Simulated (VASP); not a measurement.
# SrO (Fm-3m) in VASP: further runs, part 2 of 3

VASP 6.6.1.

## 3. Relaxation of cell and atoms, PBE, target pressure 2 GPa, at which the enthalpy is minimised

File INCAR:

```
PREC = Accurate
ENCUT = 600
EDIFF = 1E-7
ISMEAR = 0
SIGMA = 0.01
LREAL = False
LASPH = True
NELM = 120
ALGO = Normal
ISIF = 3
LWAVE = False
LCHARG = False
GGA = PE
IBRION = 2
NSW = 80
EDIFFG = -0.01
PSTRESS = 20.0
GGA_COMPAT = False
NELMIN = 4
```

File KPOINTS:

```
regular mesh
0
Gamma
  6 6 6
```

File POSCAR:

```
SrO
1.0
    0.0000000000      2.5663000000      2.5663000000
    2.5663000000      0.0000000000      2.5663000000
    2.5663000000      2.5663000000      0.0000000000
Sr O
1 1
Direct
    0.5000000000      0.5000000000      0.5000000000
    0.0000000000      0.0000000000      0.0000000000
```

Potentials or basis: VASP PAW PBE potentials, release 64 (Sr_sv, O).

Command:

```bash
$ cat potpaw_PBE.64/Sr_sv/POTCAR potpaw_PBE.64/O/POTCAR > POTCAR
$ mpirun -np 1 vasp_std > vasp.out
```

OUTCAR:

```text
PREC = Accurate
   ENCUT = 600
   EDIFF = 1E-7
   ISMEAR = 0
   LREAL = False
   LASPH = True
   NELM = 120
   ISIF = 3
   GGA = PE
   IBRION = 2
   NSW = 80
   EDIFFG = -0.01
   PSTRESS = 20.0
   NELMIN = 4

 ion  position               nearest neighbor table
   1  0.500  0.500  0.500-   2 2.57   2 2.57   2 2.57   2 2.57   2 2.57   2 2.57
   2  0.000  0.000  0.000-   1 2.57   1 2.57   1 2.57   1 2.57   1 2.57   1 2.57

  LATTYP: Found a face centered cubic cell.
 ALAT       =     5.1326000000

  Lattice vectors:

 A1 = (   0.0000000000,   2.5663000000,   2.5663000000)
 A2 = (   2.5663000000,   0.0000000000,   2.5663000000)
 A3 = (   2.5663000000,   2.5663000000,   0.0000000000)

Analysis of symmetry for initial positions (statically):
=====================================================================
 Subroutine PRICEL returns:
 Original cell was already a primitive cell.

 Routine SETGRP: Setting up the symmetry group for a
 face centered cubic supercell.

 Subroutine GETGRP returns: Found 48 space group operations
 (whereof 48 operations were pure point group operations)
 out of a pool of 48 trial point group operations.

The static configuration has the point symmetry O_h .

Analysis of symmetry for dynamics (positions and initial velocities):
=====================================================================
 Subroutine PRICEL returns:
 Original cell was already a primitive cell.

 Routine SETGRP: Setting up the symmetry group for a
 face centered cubic supercell.

 Subroutine GETGRP returns: Found 48 space group operations
 (whereof 48 operations were pure point group operations)
 out of a pool of 48 trial point group operations.

The dynamic configuration has the point symmetry O_h .

 Subroutine INISYM returns: Found 48 space group operations
 (whereof 48 operations are pure point group operations),
 and found     1 'primitive' translations

----------------------------------------------------------------------------------------

                                     Primitive cell

  volume of cell :      33.8028

  direct lattice vectors                    reciprocal lattice vectors
[... 90 lines left out ...]
   NUPDOWN=      -1.0000    fix difference up-down
   EMIN   =  10.00;   EMAX   =-10.00  energy-range for DOS
   EFERMI =   0.00;   METHOD = LEGACY
   ISMEAR =     0;   SIGMA  =   0.01  broadening in eV -4-tet -1-fermi 0-gaus
   EFERMI_NEDOS =   21; number of points for ismear=-14 and -15
   IALGO  =     38    algorithm
   IMIX   =      4    mixing-type and parameters
     AMIX     =   0.40;   BMIX     =  1.00
     AMIX_MAG =   1.60;   BMIX_MAG =  1.00
  volume/ion in A,a.u.               =      16.90       114.06
  Fermi-wavevector in a.u.,A,eV,Ry     =   1.275843  2.410995 22.147245  1.627777
  Thomas-Fermi vector in A             =   2.408533
   LORBIT       =      0    0 simple, 1 ext, 2 COOP (PROOUT), +10 PAW based schemes
   GGA     = PE    functional components
   LHFCALC =     F    Hartree Fock is set to
   AEXX    =    0.0000 exact exchange contribution
   IVDW    =     0    specifies the selected vdW correction
   LEPSILON=     F    determine dielectric tensor
   LRPA    =     F    only Hartree local field effects (RPA)
 conjugate gradient relaxation of ions
 non-spin polarized calculation
 Gauss-broadening in eV      SIGMA  =   0.01
  energy-cutoff  :      600.00
  volume of cell :       33.80
 maximum number of plane-waves:      1158
 NGX is ok and might be reduce to    30
   NGX = 15   NGY = 15   NGZ = 15

--------------------------------------- Ionic step        1  -------------------------------------------

 number of electron      15.9999997 magnetization

 Free energy of the ion-electron system (eV)
  ---------------------------------------------------
  ext. energy  EPLUGINS =         0.00000000
  ---------------------------------------------------
  free energy    TOTEN  =       -12.03867887 eV

  energy without entropy =      -12.03867887  energy(sigma->0) =      -12.03867887

 E-fermi :   1.7325     XC(G=0): -10.0520

 val. band max:        1.6884409328   @ k =   0.0000   0.0000   0.0000
 cond. band min:       4.9510351980   @ k =   0.5000   0.5000   0.0000
 fundamental gap:      3.2625942652
 Fermi energy:         1.7324611858

 k-point     1 :       0.0000    0.0000    0.0000
  band No.  band energies     occupation
      1     -30.6809      2.00000
      2     -13.4086      2.00000
      3     -12.3130      2.00000
      4     -12.3130      2.00000
      5     -12.3130      2.00000
      6       1.6884      2.00000
      7       1.6884      2.00000
      8       1.6884      2.00000
      9       5.7119      0.00000
     10       7.9120      0.00000
     11       7.9120      0.00000
     12       7.9120      0.00000
[... 298 lines left out ...]
--------------------------------------- Ionic step        3  -------------------------------------------

 number of electron      15.9999998 magnetization

 Free energy of the ion-electron system (eV)
  ---------------------------------------------------
  ext. energy  EPLUGINS =         0.00000000
  ---------------------------------------------------
  free energy    TOTEN  =       -12.05029908 eV

  energy without entropy =      -12.05029908  energy(sigma->0) =      -12.05029908

 E-fermi :   1.6699     XC(G=0):  -9.9632

 val. band max:        1.6000980056   @ k =   0.0000   0.0000   0.0000
 cond. band min:       4.8731080242   @ k =   0.5000   0.5000   0.0000
 fundamental gap:      3.2730100185
 Fermi energy:         1.6698928773

 k-point     1 :       0.0000    0.0000    0.0000
  band No.  band energies     occupation
      1     -30.8355      2.00000
      2     -13.4733      2.00000
      3     -12.4869      2.00000
      4     -12.4869      2.00000
      5     -12.4869      2.00000
      6       1.6001      2.00000
      7       1.6001      2.00000
      8       1.6001      2.00000
      9       5.4891      0.00000
     10       7.7818      0.00000
     11       7.7818      0.00000
     12       7.7818      0.00000
[... 256 lines left out ...]
  energy  without entropy=      -12.0502990766  energy(sigma->0) =      -12.05029908

  enthalpy is  TOTEN    =       -11.6203217204 eV   P V=        0.4299773561

 reached required accuracy - stopping structural energy minimisation
```

OSZICAR:

```text
N       E                     dE             d eps       ncg     rms          rms(c)
DAV:   1     0.770204466236E+02    0.77020E+02   -0.89114E+03   384   0.141E+03
DAV:   2    -0.107136498084E+02   -0.87734E+02   -0.80389E+02   552   0.265E+02
DAV:   3    -0.141535583381E+02   -0.34399E+01   -0.34183E+01   532   0.495E+01
[... 29 lines left out ...]
DAV:   4    -0.120501671020E+02    0.25219E-03   -0.20889E-03   588   0.340E-01    0.183E-01
DAV:   5    -0.120502715245E+02   -0.10442E-03   -0.78411E-05   460   0.936E-02    0.448E-02
DAV:   6    -0.120502963804E+02   -0.24856E-04   -0.13695E-04   620   0.805E-02    0.184E-02
DAV:   7    -0.120502990094E+02   -0.26290E-05   -0.21107E-06   480   0.152E-02    0.413E-03
DAV:   8    -0.120502990766E+02   -0.67168E-07   -0.26523E-07   404   0.552E-03
   3 F= -.11620322E+02 E0= -.11620322E+02  d E =-.360324E-02
```

It took 20 s on 1 thread of Intel Xeon Platinum 8488C (Sapphire Rapids), shared host; peak memory 0.17 GiB.

Results:

```
Free energy                                                : -12.0503 eV
Relaxed volume                                             : 17.22 Å³/atom
Relaxed cell                                               : a = 3.652 Å, b = 3.652 Å, c = 3.652 Å, α = 60.00°, β = 60.00°, γ = 60.00°
Space group after relaxing (to 0.1 Å)                      : Fm-3m (No. 225)
Energy change on relaxing (the run minimises the enthalpy) : -5.8 meV/atom
Ionic steps                                                : 3
Pressure after relaxing                                    : 2.0 GPa
Band gap on the k mesh                                     : 3.27 eV (least direct gap 3.37 eV)
```

The path:
| step | energy change (eV) | largest force (eV/Å) | pressure (GPa) | volume (Å³) |
| --- | --- | --- | --- | --- |
| 1 | 0.0000 | 0.0000 | 3.83 | 33.80 |
| 2 | -0.0147 | 0.0000 | 1.18 | 34.76 |
| 3 | -0.0116 | 0.0000 | 2.00 | 34.44 |

Final structure:
```
Sr O
1.0
     0.00000    2.58245    2.58245
     2.58245    0.00000    2.58245
     2.58245    2.58245    0.00000
Sr O
1 1
Direct
  0.50000 0.50000 0.50000
  0.00000 0.00000 0.00000
```

Caveat: the cell is relaxed towards a set pressure, so the run minimises the enthalpy, not the energy. Zero-point motion and thermal expansion aren't in these numbers.

## 4. Relaxation of cell and atoms, PBE, target pressure 5 GPa, at which the enthalpy is minimised

File INCAR:

```
SYSTEM = SrO
  ALGO = Normal
  EDIFF = 1E-7
  EDIFFG = -0.01
  ENCUT = 600
  GGA = PE
  GGA_COMPAT = .FALSE.
  IBRION = 2
  ISIF = 3
  ISMEAR = 0
  LASPH = .TRUE.
  LCHARG = .FALSE.
  LREAL = .FALSE.
  LWAVE = .FALSE.
  NELM = 120
  NELMIN = 4
  NSW = 80
  PREC = Accurate
  PSTRESS = 50.0
  SIGMA = 0.01
```

File KPOINTS:

```
k-points
0
G
  6 6 6
  0 0 0
```

POSCAR is that of step 3.

Potentials or basis: VASP PAW PBE potentials, release 64 (Sr_sv, O).

Command:

```bash
$ cat potpaw_PBE.64/Sr_sv/POTCAR potpaw_PBE.64/O/POTCAR > POTCAR
$ mpirun -np 1 vasp_std > vasp.out
```

OUTCAR:

```text
SYSTEM = SrO
   EDIFF = 1E-7
   EDIFFG = -0.01
   ENCUT = 600
   GGA = PE
   IBRION = 2
   ISIF = 3
   ISMEAR = 0
   LASPH = .TRUE.
   LREAL = .FALSE.
   NELM = 120
   NELMIN = 4
   NSW = 80
   PREC = Accurate
   PSTRESS = 50.0

 ion  position               nearest neighbor table
   1  0.500  0.500  0.500-   2 2.57   2 2.57   2 2.57   2 2.57   2 2.57   2 2.57
   2  0.000  0.000  0.000-   1 2.57   1 2.57   1 2.57   1 2.57   1 2.57   1 2.57

  LATTYP: Found a face centered cubic cell.
 ALAT       =     5.1326000000

  Lattice vectors:

 A1 = (   0.0000000000,   2.5663000000,   2.5663000000)
 A2 = (   2.5663000000,   0.0000000000,   2.5663000000)
 A3 = (   2.5663000000,   2.5663000000,   0.0000000000)

Analysis of symmetry for initial positions (statically):
=====================================================================
 Subroutine PRICEL returns:
 Original cell was already a primitive cell.

 Routine SETGRP: Setting up the symmetry group for a
 face centered cubic supercell.

 Subroutine GETGRP returns: Found 48 space group operations
 (whereof 48 operations were pure point group operations)
 out of a pool of 48 trial point group operations.

The static configuration has the point symmetry O_h .

Analysis of symmetry for dynamics (positions and initial velocities):
=====================================================================
 Subroutine PRICEL returns:
 Original cell was already a primitive cell.

 Routine SETGRP: Setting up the symmetry group for a
 face centered cubic supercell.

 Subroutine GETGRP returns: Found 48 space group operations
 (whereof 48 operations were pure point group operations)
 out of a pool of 48 trial point group operations.

The dynamic configuration has the point symmetry O_h .

 Subroutine INISYM returns: Found 48 space group operations
 (whereof 48 operations are pure point group operations),
[... 95 lines left out ...]
   POTIM  = 0.5000    time-step for ionic-motion
   TEBEG  =    0.0;   TEEND  =   0.0 temperature during run
   PSTRESS=   50.0 pullay stress
   NELECT =      16.0000    total number of electrons
   NUPDOWN=      -1.0000    fix difference up-down
   EMIN   =  10.00;   EMAX   =-10.00  energy-range for DOS
   EFERMI =   0.00;   METHOD = LEGACY
   ISMEAR =     0;   SIGMA  =   0.01  broadening in eV -4-tet -1-fermi 0-gaus
   EFERMI_NEDOS =   21; number of points for ismear=-14 and -15
   IALGO  =     38    algorithm
   IMIX   =      4    mixing-type and parameters
     AMIX     =   0.40;   BMIX     =  1.00
     AMIX_MAG =   1.60;   BMIX_MAG =  1.00
  volume/ion in A,a.u.               =      16.90       114.06
  Fermi-wavevector in a.u.,A,eV,Ry     =   1.275843  2.410995 22.147245  1.627777
  Thomas-Fermi vector in A             =   2.408533
   LORBIT       =      0    0 simple, 1 ext, 2 COOP (PROOUT), +10 PAW based schemes
   GGA     = PE    functional components
   LHFCALC =     F    Hartree Fock is set to
   AEXX    =    0.0000 exact exchange contribution
   IVDW    =     0    specifies the selected vdW correction
   LEPSILON=     F    determine dielectric tensor
   LRPA    =     F    only Hartree local field effects (RPA)
 conjugate gradient relaxation of ions
 non-spin polarized calculation
 Gauss-broadening in eV      SIGMA  =   0.01
  energy-cutoff  :      600.00
  volume of cell :       33.80
 maximum number of plane-waves:      1158
 NGX is ok and might be reduce to    30
   NGX = 15   NGY = 15   NGZ = 15

--------------------------------------- Ionic step        1  -------------------------------------------

 number of electron      15.9999997 magnetization

 Free energy of the ion-electron system (eV)
  ---------------------------------------------------
  ext. energy  EPLUGINS =         0.00000000
  ---------------------------------------------------
  free energy    TOTEN  =       -12.03867887 eV

  energy without entropy =      -12.03867887  energy(sigma->0) =      -12.03867887

------------------------ aborting loop because EDIFF is reached ----------------------------------------

  FORCE on cell =-STRESS in cart. coord.  units (eV):
  Direction    XX          YY          ZZ          XY          YZ          ZX
  --------------------------------------------------------------------------------------
  -------------------------------------------------------------------------------------
  Total        0.8082285      0.8082285      0.8082285      0.0000000      0.0000000     -0.0000000
  in kB       38.3082654     38.3082654     38.3082654      0.0000000      0.0000000     -0.0000000
  external PRESSURE =     -11.6917346 kB  Pullay stress =      50.0000000 kB
[... 63 lines left out ...]
--------------------------------------- Ionic step        3  -------------------------------------------

 number of electron      15.9999997 magnetization

 Free energy of the ion-electron system (eV)
  ---------------------------------------------------
  ext. energy  EPLUGINS =         0.00000000
  ---------------------------------------------------
  free energy    TOTEN  =       -12.02821316 eV

  energy without entropy =      -12.02821316  energy(sigma->0) =      -12.02821316

 E-fermi :   1.8665     XC(G=0): -10.1057

 val. band max:        1.7428281498   @ k =   0.0000   0.0000   0.0000
 cond. band min:       4.9981771275   @ k =   0.5000   0.5000   0.0000
 fundamental gap:      3.2553489777
 Fermi energy:         1.8665450998

 k-point     1 :       0.0000    0.0000    0.0000
  band No.  band energies     occupation
      1     -30.5879      2.00000
      2     -13.3685      2.00000
      3     -12.2076      2.00000
      4     -12.2076      2.00000
      5     -12.2076      2.00000
      6       1.7428      2.00000
      7       1.7428      2.00000
      8       1.7428      2.00000
      9       5.8486      0.00000
     10       7.9908      0.00000
     11       7.9908      0.00000
     12       7.9908      0.00000
[... 256 lines left out ...]
  energy  without entropy=      -12.0282131601  energy(sigma->0) =      -12.02821316

  enthalpy is  TOTEN    =       -10.9851823151 eV   P V=        1.0430308451

 reached required accuracy - stopping structural energy minimisation
```

CONTCAR:

```text
SrO
   1.00000000000000
     0.0000000000000000    2.5566380298280609    2.5566380298280609
     2.5566380298280609    0.0000000000000000    2.5566380298280609
     2.5566380298280609    2.5566380298280609   -0.0000000000000000
  Sr              O
     1     1
Direct
     0.5000000000000000    0.5000000000000000    0.5000000000000000
     0.0000000000000000    0.0000000000000000    0.0000000000000000

  0.00000000E+00  0.00000000E+00  0.00000000E+00
  0.00000000E+00  0.00000000E+00  0.00000000E+00
```

It took 20 s on 1 thread of Intel Xeon Platinum 8488C (Sapphire Rapids), shared host; peak memory 0.17 GiB.

Results:

```yaml
Free_energy: -12.0282 eV
Relaxed_volume: 16.71 Å³/atom
Relaxed_cell: a = 3.616 Å, b = 3.616 Å, c = 3.616 Å, α = 60.00°, β = 60.00°, γ = 60.00°
Space_group_after_relaxing_to_0.1_Å: Fm-3m (No. 225)
Energy_change_on_relaxing_the_run_minimises_the_enthalpy: +5.2 meV/atom
Ionic_steps: 3
Pressure_after_relaxing: 5.0 GPa
Band_gap_on_the_k_mesh: 3.26 eV (least direct gap 3.33 eV)
```

The path:
```tsv
step	energy change (eV)	largest force (eV/Å)	pressure (GPa)	volume (Å³)
1	0.0000	0.0000	3.83	33.80
2	0.0178	0.0000	5.71	33.20
3	0.0105	0.0000	5.00	33.42
```

Final structure:
```cif
data_structure
_symmetry_space_group_name_H-M 'P 1'
_symmetry_Int_Tables_number 1
_cell_length_a 3.6156
_cell_length_b 3.6156
_cell_length_c 3.6156
_cell_angle_alpha 60.000
_cell_angle_beta 60.000
_cell_angle_gamma 60.000
_cell_volume 33.42
loop_
_atom_site_label
_atom_site_type_symbol
_atom_site_fract_x
_atom_site_fract_y
_atom_site_fract_z
_atom_site_occupancy
Sr1 Sr 0.50000 0.50000 0.50000 1
O1 O 0.00000 0.00000 0.00000 1
```

Caveat: the cell is relaxed towards a set pressure, so the run minimises the enthalpy, not the energy.

(Part 2 of 3 ends here.)
